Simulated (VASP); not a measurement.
# KTaO3 (P4/mmm) in VASP: single point with PBE

Aim: the single point of KTaO3 with PBE.

All numbers are computed with VASP 6.6.1; they aren't measurements. Logs are shortened: lines on timing, memory, paths and dates and some standing lists are left out, and cuts for length are marked.

## (1) The cell of the first run

Symmetry: P4/mmm, No. 123, tetragonal system. Conventional cell: a = 3.537 Å, b = 3.537 Å, c = 7.279 Å, α = 90.00°, β = 90.00°, γ = 90.00°. Within 3.3 Å of K (site symmetry 4/mmm) lie 12 O at 2.50 to 3.07 Å. Ta (site symmetry 4/mmm) has 2 O at 1.85 Å within 2.5 Å. Within 2.4 Å of O (site symmetry 4/mmm) lie 2 O at 1.79 Å. O (site symmetry 4mm) has 1 O at 1.79 Å and 1 Ta at 1.85 Å within 2.4 Å.

The cell was generated, and may not be a known phase.

## (2) Single point, PBE

Input file INCAR:

```
PREC = Accurate
ENCUT = 700
EDIFF = 1E-6
ISMEAR = 0
SIGMA = 0.1
LREAL = F
LASPH = T
NELM = 120
ALGO = Normal
ISIF = 2
LWAVE = F
LCHARG = T
GGA = PE
LELF = T
LVHAR = T
NBANDS = 28
GGA_COMPAT = F
```

Input file KPOINTS:

```
Automatic mesh
0
Gamma
  6 6 2
```

Input file POSCAR:

```
KTaO3
1.0
    3.5367002311      0.0000000000      0.0000000000
    0.0000000000      3.5367002311      0.0000000000
    0.0000000000      0.0000000000      7.2792312998
K Ta O
1 1 3
Direct
    0.0000000000      0.0000000000      0.5000000000
    0.5000000000      0.5000000000      0.0000000000
    0.5000000000      0.5000000000      0.5000000000
    0.5000000000      0.5000000000      0.7457255244
    0.5000000000      0.5000000000      0.2542744756
```

Potentials or basis: VASP PAW PBE potentials, release 64 (K_sv, Ta_sv_GW, O).

Run with:

```bash
> cat potpaw_PBE.64/K_sv/POTCAR potpaw_PBE.64/Ta_sv_GW/POTCAR potpaw_PBE.64/O/POTCAR > POTCAR
> mpirun -np 1 vasp_std > vasp.out
```

OUTCAR:

```text
PREC = Accurate
   ENCUT = 700
   EDIFF = 1E-6
   ISMEAR = 0
   LREAL = F
   LASPH = T
   NELM = 120
   ISIF = 2
   GGA = PE

 ion  position               nearest neighbor table
   1  0.000  0.000  0.500-   3 2.50   3 2.50   3 2.50   3 2.50
   2  0.500  0.500  0.000-   4 1.85   5 1.85
   3  0.500  0.500  0.500-   4 1.79   5 1.79   1 2.50   1 2.50   1 2.50   1 2.50
   4  0.500  0.500  0.746-   3 1.79   2 1.85
   5  0.500  0.500  0.254-   3 1.79   2 1.85

  LATTYP: Found a simple tetragonal cell.
 ALAT       =     3.5367002311
 C/A-ratio  =     2.0581985535

  Lattice vectors:

 A1 = (   3.5367002311,   0.0000000000,   0.0000000000)
 A2 = (   0.0000000000,   3.5367002311,   0.0000000000)
 A3 = (   0.0000000000,   0.0000000000,   7.2792312998)

Analysis of symmetry for initial positions (statically):
=====================================================================
 Subroutine PRICEL returns:
 Original cell was already a primitive cell.

 Routine SETGRP: Setting up the symmetry group for a
 simple tetragonal supercell.

 Subroutine GETGRP returns: Found 16 space group operations
 (whereof 16 operations were pure point group operations)
 out of a pool of 16 trial point group operations.

The static configuration has the point symmetry D_4h.

Analysis of symmetry for dynamics (positions and initial velocities):
=====================================================================
 Subroutine PRICEL returns:
 Original cell was already a primitive cell.

 Routine SETGRP: Setting up the symmetry group for a
 simple tetragonal supercell.

 Subroutine GETGRP returns: Found 16 space group operations
 (whereof 16 operations were pure point group operations)
 out of a pool of 16 trial point group operations.

The dynamic configuration has the point symmetry D_4h.

 Subroutine INISYM returns: Found 16 space group operations
 (whereof 16 operations are pure point group operations),
 and found     1 'primitive' translations

----------------------------------------------------------------------------------------

                                     Primitive cell

  volume of cell :      91.0504

  direct lattice vectors                    reciprocal lattice vectors
     3.536700231  0.000000000  0.000000000     0.282749437  0.000000000  0.000000000
     0.000000000  3.536700231  0.000000000     0.000000000  0.282749437  0.000000000
     0.000000000  0.000000000  7.279231300     0.000000000  0.000000000  0.137377143

  length of vectors
     3.536700231  3.536700231  7.279231300     0.282749437  0.282749437  0.137377143

  position of ions in fractional coordinates (direct lattice)
     0.000000000  0.000000000  0.500000000
     0.500000000  0.500000000  0.000000000
     0.500000000  0.500000000  0.500000000
     0.500000000  0.500000000  0.745725524
     0.500000000  0.500000000  0.254274476

  ion indices of the primitive-cell ions
   primitive index   ion index
                 1           1
                 2           2
                 3           3
                 4           4
                 5           5

----------------------------------------------------------------------------------------

 KPOINTS: Automatic mesh

Automatic generation of k-mesh.
 Grid dimensions read from file:
 generate k-points for:    6    6    2

 Generating k-lattice:

  Cartesian coordinates                     Fractional coordinates (reciprocal lattice)
     0.047124906  0.000000000  0.000000000     0.166666667  0.000000000  0.000000000
     0.000000000  0.047124906  0.000000000     0.000000000  0.166666667  0.000000000
     0.000000000  0.000000000  0.068688572     0.000000000  0.000000000  0.500000000

  Length of vectors
     0.047124906  0.047124906  0.068688572

  Shift w.r.t. Gamma in fractional coordinates (k-lattice)
     0.000000000  0.000000000  0.000000000

 Subroutine IBZKPT returns following result:
 ===========================================

 Found     20 irreducible k-points:

 Following reciprocal coordinates:
            Coordinates               Weight
  0.000000  0.000000  0.000000      1.000000
  0.166667  0.000000  0.000000      4.000000
  0.333333  0.000000  0.000000      4.000000
  0.500000  0.000000  0.000000      2.000000
  0.166667  0.166667  0.000000      4.000000
  0.333333  0.166667  0.000000      8.000000
[... 12 lines left out ...]
  0.500000  0.333333  0.500000      4.000000
  0.500000  0.500000  0.500000      1.000000
   k-points           NKPTS =     20   k-points in BZ     NKDIM =     20   number of bands    NBANDS=     28
   number of dos      NEDOS =    301   number of ions     NIONS =      5
   total plane-waves  NPLWV =  65536
   dimension x,y,z NGX =    32 NGY =   32 NGZ =   64
   dimension x,y,z NGXF=    64 NGYF=   64 NGZF=  128
   ions per type =               1   1   3
   NGX,Y,Z   is equivalent  to a cutoff of  15.04, 15.04, 14.62 a.u.
   NGXF,Y,Z  is equivalent  to a cutoff of  30.08, 30.08, 29.23 a.u.
 SYSTEM =  unknown system
   PREC   = accura    normal or accurate (medium, high low for compatibility)
   ISTART =      0    job   : 0-new  1-cont  2-samecut
   ICHARG =      2    charge: 1-file 2-atom 10-const
   ISPIN  =      1    spin polarized calculation?
   LNONCOLLINEAR =      F non collinear calculations
   LSORBIT =      F    spin-orbit coupling
   LASPH  =      T    aspherical Exc in radial PAW
   ENCUT  =  700.0 eV  51.45 Ry    7.17 a.u.   7.63  7.63 15.70*2*pi/ulx,y,z
   NELM   =    120;   NELMIN=  2; NELMDL= -5     # of ELM steps
   EDIFF  = 0.1E-05   stopping-criterion for ELM
   LREAL  =      F    real-space projection
   EDIFFG = 0.1E-04   stopping-criterion for IOM
   NSW    =      0    number of steps for IOM
   IBRION =     -1    ionic relax: 0-MD 1-quasi-New 2-CG
   NFREE  =      0    steps in history (QN), initial steepest desc. (CG)
   ISIF   =      2    stress and relaxation
   ISYM   =      2    0-nonsym 1-usesym 2-fastsym
   POTIM  = 0.5000    time-step for ionic-motion
   TEBEG  =    0.0;   TEEND  =   0.0 temperature during run
   PSTRESS=    0.0 pullay stress
   NELECT =      40.0000    total number of electrons
   NUPDOWN=      -1.0000    fix difference up-down
   EMIN   =  10.00;   EMAX   =-10.00  energy-range for DOS
   EFERMI =   0.00;   METHOD = LEGACY
   ISMEAR =     0;   SIGMA  =   0.10  broadening in eV -4-tet -1-fermi 0-gaus
   EFERMI_NEDOS =   21; number of points for ismear=-14 and -15
   IALGO  =     38    algorithm
   IMIX   =      4    mixing-type and parameters
     AMIX     =   0.40;   BMIX     =  1.00
     AMIX_MAG =   1.60;   BMIX_MAG =  1.00
  volume/ion in A,a.u.               =      18.21       122.89
  Fermi-wavevector in a.u.,A,eV,Ry     =   1.244517  2.351796 21.073009  1.548822
  Thomas-Fermi vector in A             =   2.378780
   LORBIT       =      0    0 simple, 1 ext, 2 COOP (PROOUT), +10 PAW based schemes
   GGA     = PE    functional components
   LHFCALC =     F    Hartree Fock is set to
   AEXX    =    0.0000 exact exchange contribution
   IVDW    =     0    specifies the selected vdW correction
   LEPSILON=     F    determine dielectric tensor
   LRPA    =     F    only Hartree local field effects (RPA)
 non-spin polarized calculation
 Gauss-broadening in eV      SIGMA  =   0.10
  energy-cutoff  :      700.00
  volume of cell :       91.05
 maximum number of plane-waves:      3844
 NGX is ok and might be reduce to    32
   NGX = 15   NGY = 15   NGZ = 31

 number of electron      40.0000006 magnetization

 Free energy of the ion-electron system (eV)
  ---------------------------------------------------
  ext. energy  EPLUGINS =         0.00000000
  ---------------------------------------------------
  free energy    TOTEN  =       -33.36361609 eV

  energy without entropy =      -33.34436559  energy(sigma->0) =      -33.35399084

 E-fermi :   1.1172     XC(G=0):  -9.1991

 val. band max:        1.0924880522   @ k =   0.5000   0.1667   0.0000
 cond. band min:       1.1472363162   @ k =   0.1667   0.0000   0.0000
 fundamental gap:      0.0547482641
 Fermi energy:         1.1171983832

 k-point     1 :       0.0000    0.0000    0.0000
  band No.  band energies     occupation
      1     -67.3177      2.00000
      2     -33.8496      2.00000
      3     -33.7227      2.00000
      4     -33.7227      2.00000
      5     -26.0626      2.00000
      6     -17.6145      2.00000
[... 20 lines left out ...]
     27       8.0584      0.00000
     28       8.8478      0.00000

 k-point     2 :       0.1667    0.0000    0.0000
  band No.  band energies     occupation
      1     -67.3171      2.00000
      2     -33.8477      2.00000
      3     -33.7434      2.00000
      4     -33.7211      2.00000
      5     -26.0430      2.00000
      6     -17.6307      2.00000
[... 20 lines left out ...]
     27       8.3694      0.00000
     28       9.3852      0.00000

 k-point     3 :       0.3333    0.0000    0.0000
  band No.  band energies     occupation
      1     -67.3159      2.00000
      2     -33.8438      2.00000
      3     -33.7846      2.00000
      4     -33.7180      2.00000
      5     -26.0032      2.00000
      6     -17.6665      2.00000
[... 20 lines left out ...]
     27       8.3450      0.00000
     28       9.9185      0.00000

 k-point     4 :       0.5000    0.0000    0.0000
  band No.  band energies     occupation
      1     -67.3153      2.00000
      2     -33.8419      2.00000
      3     -33.8050      2.00000
      4     -33.7164      2.00000
      5     -25.9831      2.00000
      6     -17.6861      2.00000
[... 454 lines left out ...]
     27       8.8262      0.00000
     28       8.8840      0.00000

 k-point    19 :       0.5000    0.3333    0.5000
  band No.  band energies     occupation
      1     -67.3135      2.00000
      2     -33.8363      2.00000
      3     -33.7993      2.00000
      4     -33.7772      2.00000
      5     -25.9430      2.00000
      6     -17.0480      2.00000
[... 20 lines left out ...]
     27       8.9736      0.00000
     28       9.6260      0.00000

 k-point    20 :       0.5000    0.5000    0.5000
  band No.  band energies     occupation
      1     -67.3129      2.00000
      2     -33.8345      2.00000
      3     -33.7974      2.00000
      4     -33.7974      2.00000
      5     -25.9295      2.00000
      6     -17.0047      2.00000
[... 20 lines left out ...]
     27       6.2405      0.00000
     28       8.7601      0.00000

------------------------ aborting loop because EDIFF is reached ----------------------------------------

  FORCE on cell =-STRESS in cart. coord.  units (eV):
  Direction    XX          YY          ZZ          XY          YZ          ZX
  --------------------------------------------------------------------------------------
  -------------------------------------------------------------------------------------
  Total       -0.0423508     -0.0423508      0.0063711      0.0000000      0.0000000      0.0000000
  in kB       -0.7452305     -0.7452305      0.1121099      0.0000000      0.0000000      0.0000000
  external PRESSURE =      -0.4594504 kB  Pullay stress =       0.0000000 kB

 VOLUME and BASIS-vectors are now :
 -----------------------------------------------------------------------------
  energy-cutoff  :      700.00
  volume of cell :       91.05
      direct lattice vectors                 reciprocal lattice vectors
     3.536700231  0.000000000  0.000000000     0.282749437  0.000000000  0.000000000
     0.000000000  3.536700231  0.000000000     0.000000000  0.282749437  0.000000000
     0.000000000  0.000000000  7.279231300     0.000000000  0.000000000  0.137377143

 POSITION                                       TOTAL-FORCE (eV/Angst)
 -----------------------------------------------------------------------------------
      0.00000      0.00000      3.63962        -0.000000     -0.000000      0.000000
      1.76835      1.76835      0.00000        -0.000000     -0.000000      0.000000
      1.76835      1.76835      3.63962        -0.000000     -0.000000      0.000000
      1.76835      1.76835      5.42831         0.000000     -0.000000     -0.096117
      1.76835      1.76835      1.85092        -0.000000      0.000000      0.096117
 -----------------------------------------------------------------------------------
    total drift:                                0.000000     -0.000000     -0.000000

  FREE ENERGIE OF THE ION-ELECTRON SYSTEM (eV)
  ---------------------------------------------------
  free  energy   TOTEN  =       -33.3636160854 eV

  energy  without entropy=      -33.3443655938  energy(sigma->0) =      -33.35399084
```

It took 79 s on 1 thread of AMD EPYC 9R45 (Zen 5), shared host; peak memory 0.26 GiB.

What came out:

| Item | Value |
| --- | --- |
| Free energy | -33.3636 eV |
| Pressure | 0.0 GPa |
| Largest force | 0.096 eV/Å |
| Band gap on the k mesh | zero (bands 20 and 21 overlap by 0.45 eV) |

Forces in eV/Å, atoms in the order of the input:
```
K    0.000  0.000  0.000
Ta   0.000  0.000  0.000
O    0.000  0.000  0.000
O    0.000  0.000 -0.096
O    0.000  0.000  0.096
```

Caveat: the k points lie up to 0.43 Å⁻¹ apart; spin-orbit coupling is left out, which moves the levels of the heavy elements.

The gap in the log of VASP goes by the Fermi energy; the results here count the filled bands.